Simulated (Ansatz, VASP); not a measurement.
**Two plane-wave programs on AlNi3**

```
Al Ni
1.0
     0.00000    2.80189    2.80189
     2.80189    0.00000    2.80189
     2.80189    2.80189    0.00000
Al Ni
1 3
Cartesian
  2.8019 2.8019 2.8019
  1.4009 1.4009 1.4009
  0.0000 0.0000 0.0000
  4.2028 4.2028 4.2028
```

Alike in both runs: task single point; functional PBE; k mesh 6 × 6 × 6; occupations gaussian, width 0.1 eV; no spin polarisation.

|  | VASP | Ansatz |
| --- | --- | --- |
| version | VASP 6.6.1 | Ansatz 0.2.0 |
| potentials or method | VASP PAW PBE potentials, release 64 (Al, Ni), cutoff 520 eV | scalar-relativistic, plane waves, PAW |
| valence electrons in the cell | 33 | 57 |

VASP gave:

- gap on the k mesh at the Fermi level (eV): none
- pressure (GPa): 7.0

Task: What did Ansatz give for the same quantities?

Result: gap on the k mesh at the Fermi level (eV): none; pressure (GPa): 7.1.

A gap of «none» marks a metal or a gap that the smearing closes. VASP's potentials hold 33 valence electrons a cell and Ansatz's 57, so a difference there can come from the potentials and not from the codes.
